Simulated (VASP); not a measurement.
# K (Fm-3m) in VASP: notebook

The runs below take K through single point, with PBEsol.

Program: VASP 6.6.1. These are calculated values, not measurements. Logs are shortened: lines on timing, memory, paths and dates and some standing lists are left out, and cuts for length are marked.

**1. The cell of the first run**

The structure is cubic, space group Fm-3m (No. 225). Conventional cell: a = 4.850 Å, b = 4.850 Å, c = 4.850 Å, α = 90.00°, β = 90.00°, γ = 90.00°. Within 4.5 Å of K (site symmetry m-3m) lie 12 K at 3.43 Å.

**2. Single point, PBEsol (volume scaled by 0.4)**

Input file INCAR:

```
ALGO = Normal ; EDIFF = 1E-7
ENCUT = 520 ; GGA = PS
ISIF = 2 ; ISMEAR = -1
LASPH = True ; LCHARG = True
LELF = True ; LREAL = False
LVHAR = True ; LWAVE = False
NBANDS = 10 ; NELM = 100
PREC = Accurate ; SIGMA = 0.1
```

Input file KPOINTS:

```
k-points
0
Gamma
  11 11 11
```

Input file POSCAR:

```
K
1.0
    0.0000000000      2.4252314938      2.4252314938
    2.4252314938      0.0000000000      2.4252314938
    2.4252314938      2.4252314938      0.0000000000
K
1
Direct
    0.0000000000      0.0000000000      0.0000000000
```

Potentials or basis: VASP PAW PBE potentials, release 64 (K_sv).

Launch:

```sh
$ cat potpaw_PBE.64/K_sv/POTCAR > POTCAR
$ mpirun -np 1 vasp_std > vasp.out
```

OUTCAR:

```text
EDIFF = 1E-7
   ENCUT = 520
   GGA = PS
   ISIF = 2
   ISMEAR = -1
   LASPH = True
   LREAL = False
   NELM = 100
   PREC = Accurate

 ion  position               nearest neighbor table
   1  0.000  0.000  0.000-

  LATTYP: Found a face centered cubic cell.
 ALAT       =     4.8504629876

  Lattice vectors:

 A1 = (   0.0000000000,   2.4252314938,   2.4252314938)
 A2 = (   2.4252314938,   0.0000000000,   2.4252314938)
 A3 = (   2.4252314938,   2.4252314938,   0.0000000000)

Analysis of symmetry for initial positions (statically):
=====================================================================
 Subroutine PRICEL returns:
 Original cell was already a primitive cell.

 Routine SETGRP: Setting up the symmetry group for a
 face centered cubic supercell.

 Subroutine GETGRP returns: Found 48 space group operations
 (whereof 48 operations were pure point group operations)
 out of a pool of 48 trial point group operations.

The static configuration has the point symmetry O_h .

Analysis of symmetry for dynamics (positions and initial velocities):
=====================================================================
 Subroutine PRICEL returns:
 Original cell was already a primitive cell.

 Routine SETGRP: Setting up the symmetry group for a
 face centered cubic supercell.

 Subroutine GETGRP returns: Found 48 space group operations
 (whereof 48 operations were pure point group operations)
 out of a pool of 48 trial point group operations.

The dynamic configuration has the point symmetry O_h .

 Subroutine INISYM returns: Found 48 space group operations
 (whereof 48 operations are pure point group operations),
 and found     1 'primitive' translations

----------------------------------------------------------------------------------------

                                     Primitive cell

  volume of cell :      28.5292

  direct lattice vectors                    reciprocal lattice vectors
     0.000000000  2.425231494  2.425231494    -0.206165886  0.206165886  0.206165886
     2.425231494  0.000000000  2.425231494     0.206165886 -0.206165886  0.206165886
     2.425231494  2.425231494  0.000000000     0.206165886  0.206165886 -0.206165886

  length of vectors
     3.429795270  3.429795270  3.429795270     0.357089790  0.357089790  0.357089790

  position of ions in fractional coordinates (direct lattice)
     0.000000000  0.000000000  0.000000000

  ion indices of the primitive-cell ions
   primitive index   ion index
                 1           1

[... 72 lines left out ...]
   LREAL  =      F    real-space projection
   EDIFFG = 0.1E-05   stopping-criterion for IOM
   NSW    =      0    number of steps for IOM
   IBRION =     -1    ionic relax: 0-MD 1-quasi-New 2-CG
   NFREE  =      0    steps in history (QN), initial steepest desc. (CG)
   ISIF   =      2    stress and relaxation
   ISYM   =      2    0-nonsym 1-usesym 2-fastsym
   POTIM  = 0.5000    time-step for ionic-motion
   TEBEG  =    0.0;   TEEND  =   0.0 temperature during run
   PSTRESS=    0.0 pullay stress
   NELECT =       9.0000    total number of electrons
   NUPDOWN=      -1.0000    fix difference up-down
   EMIN   =  10.00;   EMAX   =-10.00  energy-range for DOS
   EFERMI =   0.00;   METHOD = LEGACY
   ISMEAR =    -1;   SIGMA  =   0.10  broadening in eV -4-tet -1-fermi 0-gaus
   EFERMI_NEDOS =   21; number of points for ismear=-14 and -15
   IALGO  =     38    algorithm
   IMIX   =      4    mixing-type and parameters
     AMIX     =   0.40;   BMIX     =  1.00
     AMIX_MAG =   1.60;   BMIX_MAG =  1.00
  volume/ion in A,a.u.               =      28.53       192.52
  Fermi-wavevector in a.u.,A,eV,Ry     =   1.114446  2.105998 16.898307  1.241990
  Thomas-Fermi vector in A             =   2.251041
   LORBIT       =      0    0 simple, 1 ext, 2 COOP (PROOUT), +10 PAW based schemes
   GGA     = PS    functional components
   LHFCALC =     F    Hartree Fock is set to
   AEXX    =    0.0000 exact exchange contribution
   IVDW    =     0    specifies the selected vdW correction
   LEPSILON=     F    determine dielectric tensor
   LRPA    =     F    only Hartree local field effects (RPA)
 non-spin polarized calculation
  energy-cutoff  :      520.00
  volume of cell :       28.53
 maximum number of plane-waves:       785
 NGX is ok and might be reduce to    28
   NGX = 13   NGY = 13   NGZ = 13

 number of electron       9.0000001 magnetization

 Free energy of the ion-electron system (eV)
  ---------------------------------------------------
  ext. energy  EPLUGINS =         0.00000000
  ---------------------------------------------------
  free energy    TOTEN  =        -0.02338868 eV

  energy without entropy =        0.00476814  energy(sigma->0) =       -0.00931027

 E-fermi :   3.2196     XC(G=0):  -8.7303

 val. band max:        3.1265339417   @ k =  -0.4545   0.4545   0.0909
 cond. band min:       3.2256912092   @ k =   0.4545   0.2727   0.0000
 fundamental gap:      0.0991572675
 Fermi energy:         3.2196131889

 k-point     1 :       0.0000    0.0000    0.0000
  band No.  band energies     occupation
      1     -29.0708      2.00000
      2     -12.0299      2.00000
      3     -12.0299      2.00000
      4     -12.0299      2.00000
      5      -0.2069      2.00000
      6       7.7837      0.00000
      7       7.7837      0.00000
      8       7.7837      0.00000
      9      10.1857      0.00000
     10      10.1857      0.00000
[... 287 lines left out ...]
 k-point    24 :      -0.1818    0.1818    0.0000
  band No.  band energies     occupation
      1     -28.9363      2.00000
      2     -12.7274      2.00000
      3     -12.3011      2.00000
      4     -12.0961      2.00000
      5       1.9489      1.99999
      6       6.0091      0.00000
      7       7.1042      0.00000
      8       8.6362      0.00000
      9       8.9153      0.00000
     10      11.3033      0.00000

 [... further k-points ...]
[... 5 lines left out ...]
  --------------------------------------------------------------------------------------
  -------------------------------------------------------------------------------------
  Total        2.9054042      2.9054042      2.9054042     -0.0000000      0.0000000     -0.0000000
  in kB      163.1652051    163.1652051    163.1652051     -0.0000000      0.0000000     -0.0000000
  external PRESSURE =     163.1652051 kB  Pullay stress =       0.0000000 kB

 VOLUME and BASIS-vectors are now :
 -----------------------------------------------------------------------------
  energy-cutoff  :      520.00
  volume of cell :       28.53
      direct lattice vectors                 reciprocal lattice vectors
     0.000000000  2.425231494  2.425231494    -0.206165886  0.206165886  0.206165886
     2.425231494  0.000000000  2.425231494     0.206165886 -0.206165886  0.206165886
     2.425231494  2.425231494  0.000000000     0.206165886  0.206165886 -0.206165886

 POSITION                                       TOTAL-FORCE (eV/Angst)
 -----------------------------------------------------------------------------------
      0.00000      0.00000      0.00000         0.000000      0.000000      0.000000
 -----------------------------------------------------------------------------------
    total drift:                               -0.000000     -0.000000     -0.000000

  FREE ENERGIE OF THE ION-ELECTRON SYSTEM (eV)
  ---------------------------------------------------
  free  energy   TOTEN  =        -0.0233886800 eV

  energy  without entropy=        0.0047681361  energy(sigma->0) =       -0.00931027
```

It took 9.6 s on 1 thread of AMD EPYC 9R45 (Zen 5), shared host; peak memory 0.13 GiB.

Results:

```
Free energy : -0.0234 eV
Pressure    : 16.3 GPa
```

Levels at points of the mesh, in eV from the Fermi level:
| k point | band 1 | band 2 | band 3 | band 4 | band 5 | band 6 | band 7 | band 8 | band 9 | band 10 |
| --- | --- | --- | --- | --- | --- | --- | --- | --- | --- | --- |
| (0.00, 0.00, 0.00) | -32.29 | -15.25 | -15.25 | -15.25 | -3.43 | 4.56 | 4.56 | 4.56 | 6.97 | 6.97 |

Caveat: the PAW data sets were made with another functional, which shifts forces and pressure a little.

**3. Single point, PBEsol (volume scaled by 0.5)**

Input file INCAR:

```
PREC = Accurate ; ENCUT = 520
EDIFF = 1E-7 ; ISMEAR = -1
SIGMA = 0.1 ; LREAL = F
LASPH = T ; NELM = 80
ALGO = Normal ; ISIF = 2
LWAVE = F ; LCHARG = F
GGA = PS ; NBANDS = 10
```

Input file KPOINTS:

```
regular mesh
0
Gamma
  11 11 11
```

Input file POSCAR:

```
K
1.0
    0.0000000000      2.6125014308      2.6125014308
    2.6125014308      0.0000000000      2.6125014308
    2.6125014308      2.6125014308      0.0000000000
K
1
Direct
    0.0000000000      0.0000000000      0.0000000000
```

Potentials or basis: VASP PAW PBE potentials, release 64 (K_sv).

Launch:

```sh
$ cat potpaw_PBE.64/K_sv/POTCAR > POTCAR
$ mpirun -np 1 vasp_std > vasp.out
```

OUTCAR:

```text
PREC = Accurate
   ENCUT = 520
   EDIFF = 1E-7
   ISMEAR = -1
   LREAL = F
   LASPH = T
   NELM = 80
   ISIF = 2
   GGA = PS

 ion  position               nearest neighbor table
   1  0.000  0.000  0.000-

  LATTYP: Found a face centered cubic cell.
 ALAT       =     5.2250028616

  Lattice vectors:

 A1 = (   0.0000000000,   2.6125014308,   2.6125014308)
 A2 = (   2.6125014308,   0.0000000000,   2.6125014308)
 A3 = (   2.6125014308,   2.6125014308,   0.0000000000)

Analysis of symmetry for initial positions (statically):
=====================================================================
 Subroutine PRICEL returns:
 Original cell was already a primitive cell.

 Routine SETGRP: Setting up the symmetry group for a
 face centered cubic supercell.

 Subroutine GETGRP returns: Found 48 space group operations
 (whereof 48 operations were pure point group operations)
 out of a pool of 48 trial point group operations.

The static configuration has the point symmetry O_h .

Analysis of symmetry for dynamics (positions and initial velocities):
=====================================================================
 Subroutine PRICEL returns:
 Original cell was already a primitive cell.

 Routine SETGRP: Setting up the symmetry group for a
 face centered cubic supercell.

 Subroutine GETGRP returns: Found 48 space group operations
 (whereof 48 operations were pure point group operations)
 out of a pool of 48 trial point group operations.

The dynamic configuration has the point symmetry O_h .

 Subroutine INISYM returns: Found 48 space group operations
 (whereof 48 operations are pure point group operations),
 and found     1 'primitive' translations

----------------------------------------------------------------------------------------

                                     Primitive cell
[... 104 lines left out ...]
   ISMEAR =    -1;   SIGMA  =   0.10  broadening in eV -4-tet -1-fermi 0-gaus
   EFERMI_NEDOS =   21; number of points for ismear=-14 and -15
   IALGO  =     38    algorithm
   IMIX   =      4    mixing-type and parameters
     AMIX     =   0.40;   BMIX     =  1.00
     AMIX_MAG =   1.60;   BMIX_MAG =  1.00
  volume/ion in A,a.u.               =      35.66       240.66
  Fermi-wavevector in a.u.,A,eV,Ry     =   1.034560  1.955035 14.562519  1.070315
  Thomas-Fermi vector in A             =   2.168861
   LORBIT       =      0    0 simple, 1 ext, 2 COOP (PROOUT), +10 PAW based schemes
   GGA     = PS    functional components
   LHFCALC =     F    Hartree Fock is set to
   AEXX    =    0.0000 exact exchange contribution
   IVDW    =     0    specifies the selected vdW correction
   LEPSILON=     F    determine dielectric tensor
   LRPA    =     F    only Hartree local field effects (RPA)
 non-spin polarized calculation
  energy-cutoff  :      520.00
  volume of cell :       35.66
 maximum number of plane-waves:       974
   NGX = 13   NGY = 13   NGZ = 13

 number of electron       9.0000000 magnetization

 Free energy of the ion-electron system (eV)
  ---------------------------------------------------
  ext. energy  EPLUGINS =         0.00000000
  ---------------------------------------------------
  free energy    TOTEN  =        -0.56564556 eV

  energy without entropy =       -0.54139836  energy(sigma->0) =       -0.55352196

 E-fermi :   2.2073     XC(G=0):  -7.8830

 val. band max:        2.1713527005   @ k =   0.4545   0.3636   0.0000
 cond. band min:       2.2379974370   @ k =   0.4545   0.4545   0.0000
 fundamental gap:      0.0666447365
 Fermi energy:         2.2072974401

 k-point     1 :       0.0000    0.0000    0.0000
  band No.  band energies     occupation
      1     -29.8548      2.00000
      2     -13.1064      2.00000
      3     -13.1064      2.00000
      4     -13.1064      2.00000
      5      -1.1018      2.00000
      6       6.7334      0.00000
      7       6.7334      0.00000
      8       6.7334      0.00000
      9       8.7693      0.00000
     10       8.7693      0.00000
[... 287 lines left out ...]
 k-point    24 :      -0.1818    0.1818    0.0000
  band No.  band energies     occupation
      1     -29.7952      2.00000
      2     -13.4896      2.00000
      3     -13.2568      2.00000
      4     -13.1452      2.00000
      5       0.6842      2.00000
      6       5.0152      0.00000
      7       6.0334      0.00000
      8       7.4343      0.00000
      9       7.6935      0.00000
     10       9.6308      0.00000

 [... further k-points ...]
[... 5 lines left out ...]
  --------------------------------------------------------------------------------------
  -------------------------------------------------------------------------------------
  Total        1.9645298      1.9645298      1.9645298     -0.0000000      0.0000000      0.0000000
  in kB       88.2611517     88.2611517     88.2611517     -0.0000000      0.0000000      0.0000000
  external PRESSURE =      88.2611517 kB  Pullay stress =       0.0000000 kB

 VOLUME and BASIS-vectors are now :
 -----------------------------------------------------------------------------
  energy-cutoff  :      520.00
  volume of cell :       35.66
      direct lattice vectors                 reciprocal lattice vectors
     0.000000000  2.612501431  2.612501431    -0.191387455  0.191387455  0.191387455
     2.612501431  0.000000000  2.612501431     0.191387455 -0.191387455  0.191387455
     2.612501431  2.612501431  0.000000000     0.191387455  0.191387455 -0.191387455

 POSITION                                       TOTAL-FORCE (eV/Angst)
 -----------------------------------------------------------------------------------
      0.00000      0.00000      0.00000         0.000000      0.000000      0.000000
 -----------------------------------------------------------------------------------
    total drift:                               -0.000000      0.000000     -0.000000

  FREE ENERGIE OF THE ION-ELECTRON SYSTEM (eV)
  ---------------------------------------------------
  free  energy   TOTEN  =        -0.5656455573 eV

  energy  without entropy=       -0.5413983598  energy(sigma->0) =       -0.55352196
```

stdout:

```text
POSCAR found type information on POSCAR K
 POSCAR found :  1 types and       1 ions
 scaLAPACK will be used
 -----------------------------------------------------------------------------
|                                                                             |
|                                                                             |
|     You enforced a specific xc type in the INCAR file but a different       |
|     I HOPE YOU KNOW WHAT YOU ARE DOING!                                     |
|                                                                             |
 -----------------------------------------------------------------------------

 LDA part: xc-table for (Slater+PW92), standard interpolation
 POSCAR, INCAR and KPOINTS ok, starting setup
 FFT: planning ... GRIDC
 FFT: planning ... GRID_SOFT
 FFT: planning ... GRID
 WAVECAR not read
 entering main loop
```

Wall time 11 s (1 thread of AMD EPYC 9R45 (Zen 5), shared host); peak memory 0.13 GiB.

What came out:

```yaml
Free_energy: -0.5656 eV
Pressure: 8.8 GPa
```

Caveat: the PAW data sets were made with another functional, which shifts forces and pressure a little.

**4. Single point, PBEsol (volume scaled by 0.5)**

Input file INCAR:

```
SYSTEM = K
PREC = Accurate
ENCUT = 520
EDIFF = 1E-6
ISMEAR = -1
SIGMA = 0.1
LREAL = .False.
LASPH = .True.
NELM = 100
ALGO = Normal
ISIF = 2
LWAVE = .False.
LCHARG = .False.
GGA = PS
NBANDS = 10
```

Input file KPOINTS:

```
regular mesh
0
Gamma
  11 11 11
  0 0 0
```

POSCAR is that of step 3.

Launch:

```sh
$ cat potpaw_PBE.64/K_sv/POTCAR > POTCAR
$ mpirun -np 1 vasp_std > vasp.out
```

Run time: 9.2 s. Hardware: 1 thread of AMD EPYC 9R45 (Zen 5), shared host; peak memory 0.13 GiB.

The run converged. Its results:

| Property | Result |
| --- | --- |
| Free energy | -0.5656 eV |
| Pressure | 8.8 GPa |

Levels at points of the mesh, in eV from the Fermi level:
| k point | band 2 | band 3 | band 4 | band 5 | band 6 | band 7 | band 8 | band 9 |
| --- | --- | --- | --- | --- | --- | --- | --- | --- |
| (0.00, 0.00, 0.00) | -15.31 | -15.31 | -15.31 | -3.31 | 4.53 | 4.53 | 4.53 | 6.56 |

Caveat: the PAW data sets were made with another functional, which shifts forces and pressure a little.

(Part 1 of 2 ends here.)
